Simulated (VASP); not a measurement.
# Pt (P6_3/mmc) in VASP: single point with LDA

Aim: the single point of Pt with LDA.

All numbers are computed with VASP 6.6.1; they aren't measurements. Logs are shortened: lines on timing, memory, paths and dates and some standing lists are left out, and cuts for length are marked.

### Step 1. The cell of the first run

Symmetry: P6_3/mmc, No. 194, hexagonal system. Conventional cell: a = 2.744 Å, b = 2.744 Å, c = 5.094 Å, α = 90.00°, β = 90.00°, γ = 120.00°. Within 3.6 Å of Pt (site symmetry -6m2) lie 12 Pt at 2.74 to 3.00 Å.

This isn't the form of Pt at room conditions, which is fcc.

### Step 2. Single point, LDA

Input file POSCAR:

```
Pt
1.0
    2.7438320000      0.0000000000      0.0000000000
   -1.3719160000      2.3762300000      0.0000000000
    0.0000000000      0.0000000000      5.0935360000
Pt
2
Direct
    0.3333300000      0.6666700000      0.2500000000
    0.6666600000      0.3333300000      0.7500000000
```

Input file INCAR.step1:

```
ALGO     = Normal         # electronic algorithm
EDIFF    = 1E-6           # SCF threshold, eV
ENCUT    = 400            # plane-wave cutoff, eV
GGA_COMPAT= F            
ISIF     = 2              # what is computed and relaxed
ISMEAR   = -1             # smearing method
LASPH    = T              # aspherical terms in the spheres
LCHARG   = T              # write CHGCAR
LMAXMIX  = 4              # l up to which the mixer works
LORBIT   = 11             # projections on sites
LREAL    = F              # projectors in reciprocal space
LWAVE    = F              # write WAVECAR
NBANDS   = 17             # bands
NEDOS    = 2001           # points of the DOS
NELM     = 120            # most SCF steps
PREC     = Accurate       # precision mode
SIGMA    = 0.1            # smearing width, eV
```

Input file KPOINTS.step1:

```
k-points
0
Gamma
  14 14 7
```

Input file INCAR.step2:

```
ALGO     = Normal         # electronic algorithm
EDIFF    = 1E-6           # SCF threshold, eV
ENCUT    = 400            # plane-wave cutoff, eV
GGA_COMPAT= F            
ICHARG   = 11             # starting density
ISIF     = 2              # what is computed and relaxed
ISMEAR   = -5             # smearing method
LASPH    = T              # aspherical terms in the spheres
LCHARG   = F              # write CHGCAR
LMAXMIX  = 4              # l up to which the mixer works
LORBIT   = 11             # projections on sites
LREAL    = F              # projectors in reciprocal space
LWAVE    = F              # write WAVECAR
NEDOS    = 1001           # points of the DOS
NELM     = 120            # most SCF steps
PREC     = Accurate       # precision mode
SIGMA    = 0.1            # smearing width, eV
```

Input file KPOINTS.step2:

```
k-points
0
Gamma
  21 21 11
```

Potentials or basis: VASP PAW LDA potentials, release 64 (Pt).

Launch:

```sh
$ cat potpaw_LDA.64/Pt/POTCAR > POTCAR
$ cp INCAR.step1 INCAR
$ cp KPOINTS.step1 KPOINTS
$ mpirun -np 1 vasp_std > vasp.out
$ cp INCAR.step2 INCAR
$ cp KPOINTS.step2 KPOINTS
$ mpirun -np 1 vasp_std > vasp.out
```

OUTCAR:

```text
EDIFF = 1E-6
   ENCUT = 400
   ICHARG = 11
   ISIF = 2
   ISMEAR = -5
   LASPH = T
   LORBIT = 11
   LREAL = F
   NELM = 120
   PREC = Accurate

 ion  position               nearest neighbor table
   1  0.333  0.667  0.250-   2 3.00   2 3.00   2 3.00   2 3.00   2 3.00   2 3.00
   2  0.667  0.333  0.750-   1 3.00   1 3.00   1 3.00   1 3.00   1 3.00   1 3.00

  LATTYP: Found a hexagonal cell.
 ALAT       =     2.7438320000
 C/A-ratio  =     1.8563585526

  Lattice vectors:

 A1 = (   2.7438320000,   0.0000000000,   0.0000000000)
 A2 = (  -1.3719160000,   2.3762300000,   0.0000000000)
 A3 = (   0.0000000000,   0.0000000000,   5.0935360000)

Analysis of symmetry for initial positions (statically):
=====================================================================
 Subroutine PRICEL returns:
 Original cell was already a primitive cell.

 Routine SETGRP: Setting up the symmetry group for a
 hexagonal supercell.

 Subroutine GETGRP returns: Found  8 space group operations
 (whereof  2 operations were pure point group operations)
 out of a pool of 24 trial point group operations.

The static configuration has the point symmetry C_2 .
 The point group associated with its full space group is D_2h.

Analysis of symmetry for dynamics (positions and initial velocities):
=====================================================================
 Subroutine PRICEL returns:
 Original cell was already a primitive cell.

 Routine SETGRP: Setting up the symmetry group for a
 hexagonal supercell.

 Subroutine GETGRP returns: Found  8 space group operations
 (whereof  2 operations were pure point group operations)
 out of a pool of 24 trial point group operations.

The dynamic configuration has the point symmetry C_2 .
 The point group associated with its full space group is D_2h.

 Subroutine INISYM returns: Found  8 space group operations
 (whereof  2 operations are pure point group operations),
 and found     1 'primitive' translations

----------------------------------------------------------------------------------------

                                     Primitive cell

  volume of cell :      33.2097

  direct lattice vectors                    reciprocal lattice vectors
     2.743832000  0.000000000  0.000000000     0.364453800  0.210417342  0.000000000
    -1.371916000  2.376230000  0.000000000     0.000000000  0.420834684  0.000000000
     0.000000000  0.000000000  5.093536000     0.000000000  0.000000000  0.196327267

  length of vectors
     2.743832000  2.743833545  5.093536000     0.420834921  0.420834684  0.196327267

  position of ions in fractional coordinates (direct lattice)
     0.333330000  0.666670000  0.250000000
     0.666660000  0.333330000  0.750000000

  ion indices of the primitive-cell ions
   primitive index   ion index
                 1           1
                 2           2

----------------------------------------------------------------------------------------

 KPOINTS: k-points

Automatic generation of k-mesh.
 Grid dimensions read from file:
 generate k-points for:   21   21   11

 Generating k-lattice:

  Cartesian coordinates                     Fractional coordinates (reciprocal lattice)
     0.017354943  0.010019873  0.000000000     0.047619048  0.000000000  0.000000000
     0.000000000  0.020039747  0.000000000     0.000000000  0.047619048  0.000000000
     0.000000000  0.000000000  0.017847933     0.000000000  0.000000000  0.090909091

  Length of vectors
     0.020039758  0.020039747  0.017847933

  Shift w.r.t. Gamma in fractional coordinates (k-lattice)
     0.000000000  0.000000000  0.000000000

 TETIRR: Found  11786 inequivalent tetrahedra from    29106

 Subroutine IBZKPT returns following result:
 ===========================================

 Found    726 irreducible k-points:

 Following reciprocal coordinates:
            Coordinates               Weight
  0.000000  0.000000  0.000000      1.000000
  0.047619  0.000000  0.000000      4.000000
  0.000000  0.047619  0.000000      2.000000
  0.095238 -0.000000  0.000000      4.000000
  0.000000  0.095238  0.000000      2.000000
  0.142857  0.000000  0.000000      4.000000
[... 16 lines left out ...]
 -0.095238  0.047619  0.000000      2.000000
  0.095238  0.047619  0.000000      4.000000
 [... further k-points ...]
   k-points           NKPTS =    726   k-points in BZ     NKDIM =    726   number of bands    NBANDS=     14
   number of dos      NEDOS =   1001   number of ions     NIONS =      2
   total plane-waves  NPLWV =  11664
   dimension x,y,z NGX =    18 NGY =   18 NGZ =   36
   dimension x,y,z NGXF=    36 NGYF=   36 NGZF=   72
   ions per type =               2
   NGX,Y,Z   is equivalent  to a cutoff of  10.91, 10.91, 11.75 a.u.
   NGXF,Y,Z  is equivalent  to a cutoff of  21.81, 21.81, 23.50 a.u.
 SYSTEM =  unknown system
   PREC   = accura    normal or accurate (medium, high low for compatibility)
   ISTART =      0    job   : 0-new  1-cont  2-samecut
   ICHARG =     11    charge: 1-file 2-atom 10-const
   ISPIN  =      1    spin polarized calculation?
   LNONCOLLINEAR =      F non collinear calculations
   LSORBIT =      F    spin-orbit coupling
   LASPH  =      T    aspherical Exc in radial PAW
   ENCUT  =  400.0 eV  29.40 Ry    5.42 a.u.   4.47  4.47  8.31*2*pi/ulx,y,z
   NELM   =    120;   NELMIN=  2; NELMDL=  0     # of ELM steps
   EDIFF  = 0.1E-05   stopping-criterion for ELM
   LREAL  =      F    real-space projection
   EDIFFG = 0.1E-04   stopping-criterion for IOM
   NSW    =      0    number of steps for IOM
   IBRION =     -1    ionic relax: 0-MD 1-quasi-New 2-CG
   NFREE  =      0    steps in history (QN), initial steepest desc. (CG)
   ISIF   =      2    stress and relaxation
   ISYM   =      2    0-nonsym 1-usesym 2-fastsym
   POTIM  = 0.5000    time-step for ionic-motion
   TEBEG  =    0.0;   TEEND  =   0.0 temperature during run
   PSTRESS=    0.0 pullay stress
   NELECT =      20.0000    total number of electrons
   NUPDOWN=      -1.0000    fix difference up-down
   EMIN   =  10.00;   EMAX   =-10.00  energy-range for DOS
   EFERMI =   0.00;   METHOD = LEGACY
   ISMEAR =    -5;   SIGMA  =   0.10  broadening in eV -4-tet -1-fermi 0-gaus
   EFERMI_NEDOS =   21; number of points for ismear=-14 and -15
   IALGO  =     38    algorithm
   IMIX   =      4    mixing-type and parameters
     AMIX     =   0.40;   BMIX     =  1.00
     AMIX_MAG =   1.60;   BMIX_MAG =  1.00
  volume/ion in A,a.u.               =      16.60       112.06
  Fermi-wavevector in a.u.,A,eV,Ry     =   1.382493  2.612534 26.004649  1.911288
  Thomas-Fermi vector in A             =   2.507179
   LORBIT       =     11    0 simple, 1 ext, 2 COOP (PROOUT), +10 PAW based schemes
   GGA     = CA    functional components
   LHFCALC =     F    Hartree Fock is set to
   AEXX    =    0.0000 exact exchange contribution
   IVDW    =     0    specifies the selected vdW correction
   LEPSILON=     F    determine dielectric tensor
   LRPA    =     F    only Hartree local field effects (RPA)
 non-spin polarized calculation
 Fermi weights with tetrahedron method with Bloechl corrections
  energy-cutoff  :      400.00
  volume of cell :       33.21
 maximum number of plane-waves:       647
 NGX is ok and might be reduce to    18

 number of electron      20.0000007 magnetization

 Free energy of the ion-electron system (eV)
  ---------------------------------------------------
  ext. energy  EPLUGINS =         0.00000000
  ---------------------------------------------------
  free energy    TOTEN  =       -14.56619951 eV

  energy without entropy =      -14.56619951  energy(sigma->0) =      -14.56619951

 E-fermi :   9.3126     XC(G=0): -13.1165

 val. band max:        9.3194182769   @ k =   0.4286   0.0952   0.1818
 cond. band min:       9.1878304127   @ k =   0.0000   0.0000   0.0000
 fundamental gap:     -0.1315878642
 Fermi energy:         9.3126219320

 k-point     1 :       0.0000    0.0000    0.0000
  band No.  band energies     occupation
      1       0.1209      2.00000
      2       2.4151      2.00000
      3       5.2571      2.00000
      4       6.0975      2.00000
      5       6.0976      2.00000
      6       6.3436      2.00000
      7       6.3436      2.00000
      8       8.0772      2.00000
      9       8.0773      2.00000
     10       8.4244      2.00000
     11       9.1878      2.00000
     12       9.1878      0.65209
     13      12.8736      0.00000
     14      23.7610      0.00000

 k-point     2 :       0.0476    0.0000    0.0000
  band No.  band energies     occupation
      1       0.2057      2.00000
      2       2.4977      2.00000
      3       5.2831      2.00000
      4       6.0605      2.00000
      5       6.1616      2.00000
      6       6.2994      2.00000
      7       6.4058      2.00000
      8       7.8834      2.00000
      9       8.0399      2.00000
     10       8.0588      2.00000
     11       9.1964      2.00000
     12       9.7452     -0.04791
     13      12.8680      0.00000
     14      23.9055      0.00000
[... 343 lines left out ...]
      1       0.3729      2.00000
      2       2.6585      2.00000
      3       5.3253      2.00000
      4       5.9979      2.00000
      5       6.2133      2.00000
      6       6.2925      2.00000
      7       6.5338      2.00000
      8       7.3976      2.00000
      9       7.8484      2.00000
     10       8.0454      2.00000
     11       9.2035      2.00000
     12      10.3720      0.00000
     13      12.8575      0.00000
     14      24.1863      0.00000

 k-point    24 :       0.0952    0.0476    0.0000
  band No.  band energies     occupation
      1       0.6979      2.00000
      2       2.9613      2.00000
      3       5.3601      2.00000
      4       5.9233      2.00000
      5       6.0849      2.00000
      6       6.5508      2.00000
      7       6.7864      2.00000
      8       6.7882      2.00000
      9       7.6181      2.00000
     10       7.9482      2.00000
     11       9.2097      2.00000
     12      11.2118      0.00000
     13      12.8400      0.00000
     14      24.7141      0.00000

 [... further k-points ...]

------------------------ aborting loop because EDIFF is reached ----------------------------------------

  FORCE on cell =-STRESS in cart. coord.  units (eV):
  Direction    XX          YY          ZZ          XY          YZ          ZX
  --------------------------------------------------------------------------------------
  -------------------------------------------------------------------------------------
  Total       -3.8437574     -3.8427007     -5.9213185      0.0000000      0.0000000      0.0000000
  in kB     -185.4390428   -185.3880643   -285.6693406      0.0000000      0.0000000      0.0000000
  external PRESSURE =    -218.8321492 kB  Pullay stress =       0.0000000 kB

 VOLUME and BASIS-vectors are now :
 -----------------------------------------------------------------------------
  energy-cutoff  :      400.00
  volume of cell :       33.21
      direct lattice vectors                 reciprocal lattice vectors
     2.743832000  0.000000000  0.000000000     0.364453800  0.210417342  0.000000000
    -1.371916000  2.376230000  0.000000000     0.000000000  0.420834684  0.000000000
     0.000000000  0.000000000  5.093536000     0.000000000  0.000000000  0.196327267

 POSITION                                       TOTAL-FORCE (eV/Angst)
 -----------------------------------------------------------------------------------
     -0.00001      1.58416      1.27338        -0.000000      0.000747     -0.000000
      1.37190      0.79207      3.82015         0.000000     -0.000747      0.000000
 -----------------------------------------------------------------------------------
    total drift:                                0.000000      0.000000      0.000000

  FREE ENERGIE OF THE ION-ELECTRON SYSTEM (eV)
  ---------------------------------------------------
  free  energy   TOTEN  =       -14.5661995139 eV

  energy  without entropy=      -14.5661995139  energy(sigma->0) =      -14.56619951

 total charge

# of ion       s       p       d       tot
------------------------------------------
    1        0.607   0.510   7.999   9.116
    2        0.607   0.510   7.999   9.116
--------------------------------------------------
tot          1.213   1.020  15.998  18.232
```

Wall time 3.3 min (1 thread of Intel Xeon 8259CL, shared host); peak memory 0.33 GiB.

What came out:

| Property | Result |
| --- | --- |
| Valence electrons inside the program's atomic spheres | Pt 9.12 |

Caveat: spin-orbit coupling is left out, which moves the levels of the heavy elements; tetrahedron occupations give inexact forces and stress in metals.
